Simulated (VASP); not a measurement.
# Al (Fm-3m) in VASP: single point with PBEsol

Aim: the single point of Al with PBEsol.

Everything below comes from runs of VASP 6.6.1. Logs are shortened: lines on timing, memory, paths and dates and some standing lists are left out, and cuts for length are marked.

**1. The cell of the first run**

The structure is cubic, space group Fm-3m (No. 225). The conventional cell has a = 4.021 Å, b = 4.021 Å, c = 4.021 Å, α = 90.00°, β = 90.00°, γ = 90.00°. Within 3.7 Å of Al (site symmetry m-3m) lie 12 Al at 2.84 Å.

**2. Single point, PBEsol**

INCAR

```
SYSTEM = Al
  ALGO = Normal
  EDIFF = 1E-6
  ENCUT = 500
  GGA = PS
  GGA_COMPAT = .FALSE.
  ISIF = 2
  ISMEAR = -1
  LASPH = .TRUE.
  LCHARG = .TRUE.
  LELF = .TRUE.
  LREAL = .FALSE.
  LVHAR = .TRUE.
  LWAVE = .FALSE.
  NBANDS = 8
  NELM = 120
  PREC = Accurate
  SIGMA = 0.05
```

KPOINTS

```
k-points
0
G
  9 9 9
  0 0 0
```

POSCAR

```
Al
1.0
    0.0000000000      2.0104908863      2.0104908863
    2.0104908863      0.0000000000      2.0104908863
    2.0104908863      2.0104908863      0.0000000000
Al
1
Direct
    0.0000000000      0.0000000000      0.0000000000
```

Potentials or basis: VASP PAW PBE potentials, release 64 (Al).

Launch:

```
$ cat potpaw_PBE.64/Al/POTCAR > POTCAR
$ mpirun -np 1 vasp_std > vasp.out
```

OUTCAR:

```text
SYSTEM = Al
   EDIFF = 1E-6
   ENCUT = 500
   GGA = PS
   ISIF = 2
   ISMEAR = -1
   LASPH = .TRUE.
   LREAL = .FALSE.
   NELM = 120
   PREC = Accurate

 ion  position               nearest neighbor table
   1  0.000  0.000  0.000-

  LATTYP: Found a face centered cubic cell.
 ALAT       =     4.0209817726

  Lattice vectors:

 A1 = (   0.0000000000,   2.0104908863,   2.0104908863)
 A2 = (   2.0104908863,   0.0000000000,   2.0104908863)
 A3 = (   2.0104908863,   2.0104908863,   0.0000000000)

Analysis of symmetry for initial positions (statically):
=====================================================================
 Subroutine PRICEL returns:
 Original cell was already a primitive cell.

 Routine SETGRP: Setting up the symmetry group for a
 face centered cubic supercell.

 Subroutine GETGRP returns: Found 48 space group operations
 (whereof 48 operations were pure point group operations)
 out of a pool of 48 trial point group operations.

The static configuration has the point symmetry O_h .

Analysis of symmetry for dynamics (positions and initial velocities):
=====================================================================
 Subroutine PRICEL returns:
 Original cell was already a primitive cell.

 Routine SETGRP: Setting up the symmetry group for a
 face centered cubic supercell.

 Subroutine GETGRP returns: Found 48 space group operations
 (whereof 48 operations were pure point group operations)
 out of a pool of 48 trial point group operations.

The dynamic configuration has the point symmetry O_h .

 Subroutine INISYM returns: Found 48 space group operations
 (whereof 48 operations are pure point group operations),
 and found     1 'primitive' translations

----------------------------------------------------------------------------------------

                                     Primitive cell

  volume of cell :      16.2531

  direct lattice vectors                    reciprocal lattice vectors
     0.000000000  2.010490886  2.010490886    -0.248695482  0.248695482  0.248695482
     2.010490886  0.000000000  2.010490886     0.248695482 -0.248695482  0.248695482
     2.010490886  2.010490886  0.000000000     0.248695482  0.248695482 -0.248695482

  length of vectors
     2.843263478  2.843263478  2.843263478     0.430753210  0.430753210  0.430753210

  position of ions in fractional coordinates (direct lattice)
     0.000000000  0.000000000  0.000000000

[... 75 lines left out ...]
   EDIFF  = 0.1E-05   stopping-criterion for ELM
   LREAL  =      F    real-space projection
   EDIFFG = 0.1E-04   stopping-criterion for IOM
   NSW    =      0    number of steps for IOM
   IBRION =     -1    ionic relax: 0-MD 1-quasi-New 2-CG
   NFREE  =      0    steps in history (QN), initial steepest desc. (CG)
   ISIF   =      2    stress and relaxation
   ISYM   =      2    0-nonsym 1-usesym 2-fastsym
   POTIM  = 0.5000    time-step for ionic-motion
   TEBEG  =    0.0;   TEEND  =   0.0 temperature during run
   PSTRESS=    0.0 pullay stress
   NELECT =       3.0000    total number of electrons
   NUPDOWN=      -1.0000    fix difference up-down
   EMIN   =  10.00;   EMAX   =-10.00  energy-range for DOS
   EFERMI =   0.00;   METHOD = LEGACY
   ISMEAR =    -1;   SIGMA  =   0.05  broadening in eV -4-tet -1-fermi 0-gaus
   EFERMI_NEDOS =   21; number of points for ismear=-14 and -15
   IALGO  =     38    algorithm
   IMIX   =      4    mixing-type and parameters
     AMIX     =   0.40;   BMIX     =  1.00
     AMIX_MAG =   1.60;   BMIX_MAG =  1.00
  volume/ion in A,a.u.               =      16.25       109.68
  Fermi-wavevector in a.u.,A,eV,Ry     =   0.932116  1.761443 11.821281  0.868840
  Thomas-Fermi vector in A             =   2.058680
   LORBIT       =      0    0 simple, 1 ext, 2 COOP (PROOUT), +10 PAW based schemes
   GGA     = PS    functional components
   LHFCALC =     F    Hartree Fock is set to
   AEXX    =    0.0000 exact exchange contribution
   IVDW    =     0    specifies the selected vdW correction
   LEPSILON=     F    determine dielectric tensor
   LRPA    =     F    only Hartree local field effects (RPA)
 non-spin polarized calculation
  energy-cutoff  :      500.00
  volume of cell :       16.25
 maximum number of plane-waves:       424
 NGX is ok and might be reduce to    24
   NGX = 11   NGY = 11   NGZ = 11

 number of electron       3.0000000 magnetization

 Free energy of the ion-electron system (eV)
  ---------------------------------------------------
  ext. energy  EPLUGINS =         0.00000000
  ---------------------------------------------------
  free energy    TOTEN  =        -4.06379563 eV

  energy without entropy =       -4.05834430  energy(sigma->0) =       -4.06106996

 E-fermi :   8.0767     XC(G=0): -10.3113

 val. band max:        7.9694341559   @ k =   0.4444   0.4444   0.0000
 cond. band min:       8.1087303615   @ k =  -0.4444   0.3333   0.1111
 fundamental gap:      0.1392962056
 Fermi energy:         8.0767260055

 k-point     1 :       0.0000    0.0000    0.0000
  band No.  band energies     occupation
      1      -3.1260      2.00000
      2      20.7874      0.00000
      3      20.7874      0.00000
      4      20.7874      0.00000
      5      22.3935      0.00000
      6      22.3935      0.00000
      7      22.3935      0.00000
      8      24.7037      0.00000
[... 243 lines left out ...]
 k-point    24 :       0.4444    0.4444    0.0000
  band No.  band energies     occupation
      1       3.8746      2.00000
      2       7.9694      1.79056
      3      13.4766      0.00000
      4      13.8613      0.00000
      5      13.8613      0.00000
      6      17.4078      0.00000
      7      33.2491      0.00000
      8      34.8358      0.00000

 [... further k-points ...]

------------------------ aborting loop because EDIFF is reached ----------------------------------------

  FORCE on cell =-STRESS in cart. coord.  units (eV):
  Direction    XX          YY          ZZ          XY          YZ          ZX
  --------------------------------------------------------------------------------------
  -------------------------------------------------------------------------------------
  Total        0.0061281      0.0061281      0.0061281     -0.0000000      0.0000000      0.0000000
  in kB        0.6040920      0.6040920      0.6040920     -0.0000000      0.0000000      0.0000000
  external PRESSURE =       0.6040920 kB  Pullay stress =       0.0000000 kB

 VOLUME and BASIS-vectors are now :
 -----------------------------------------------------------------------------
  energy-cutoff  :      500.00
  volume of cell :       16.25
      direct lattice vectors                 reciprocal lattice vectors
     0.000000000  2.010490886  2.010490886    -0.248695482  0.248695482  0.248695482
     2.010490886  0.000000000  2.010490886     0.248695482 -0.248695482  0.248695482
     2.010490886  2.010490886  0.000000000     0.248695482  0.248695482 -0.248695482

 POSITION                                       TOTAL-FORCE (eV/Angst)
 -----------------------------------------------------------------------------------
      0.00000      0.00000      0.00000         0.000000      0.000000      0.000000
 -----------------------------------------------------------------------------------
    total drift:                               -0.000000      0.000000     -0.000000

  FREE ENERGIE OF THE ION-ELECTRON SYSTEM (eV)
  ---------------------------------------------------
  free  energy   TOTEN  =        -4.0637956256 eV

  energy  without entropy=       -4.0583442951  energy(sigma->0) =       -4.06106996
```

OSZICAR:

```text
N       E                     dE             d eps       ncg     rms          rms(c)
DAV:   1    -0.263546674972E+01   -0.26355E+01   -0.79242E+02   560   0.191E+02
DAV:   2    -0.408429018419E+01   -0.14488E+01   -0.13690E+01   776   0.185E+01
DAV:   3    -0.409208234769E+01   -0.77922E-02   -0.77909E-02   704   0.144E+00
DAV:   4    -0.409211289378E+01   -0.30546E-04   -0.30545E-04   832   0.821E-02
DAV:   5    -0.409211293608E+01   -0.42297E-07   -0.42320E-07   728   0.214E-03    0.142E+00
DAV:   6    -0.407524005184E+01    0.16873E-01   -0.20438E-03   760   0.189E-01    0.807E-01
DAV:   7    -0.406381142860E+01    0.11429E-01   -0.56324E-03   744   0.304E-01    0.170E-01
DAV:   8    -0.406379629667E+01    0.15132E-04   -0.19272E-05   784   0.295E-02    0.109E-02
DAV:   9    -0.406379562561E+01    0.67106E-06   -0.33563E-07   728   0.275E-03
   1 F= -.40637956E+01 E0= -.40610700E+01  d E =-.545133E-02
```

stdout:

```text
POSCAR found type information on POSCAR Al
 POSCAR found :  1 types and       1 ions
 scaLAPACK will be used
 -----------------------------------------------------------------------------
|                                                                             |
|                                                                             |
|     You enforced a specific xc type in the INCAR file but a different       |
|     I HOPE YOU KNOW WHAT YOU ARE DOING!                                     |
|                                                                             |
 -----------------------------------------------------------------------------

 LDA part: xc-table for (Slater+PW92), standard interpolation
 POSCAR, INCAR and KPOINTS ok, starting setup
 FFT: planning ... GRIDC
 FFT: planning ... GRID_SOFT
 FFT: planning ... GRID
 WAVECAR not read
 entering main loop
```

It took 3.5 s on 1 thread of AMD EPYC 9R45 (Zen 5), shared host; peak memory 0.1 GiB.

What came out:

```yaml
Free_energy: -4.0638 eV
Pressure: 0.1 GPa
Band_gap_on_the_k_mesh: zero (an odd number of electrons rules out a gap without spin polarisation)
```

Levels at points of the mesh, in eV from the Fermi level:
```csv
k point,band 1,band 2,band 3,band 4,band 5
"(0.00, 0.00, 0.00)",-11.20,12.71,12.71,12.71,14.32
```

Caveat: the PAW data sets were made with another functional, which shifts forces and pressure a little.

The gap in the log of VASP goes by the Fermi energy; the results here count the filled bands.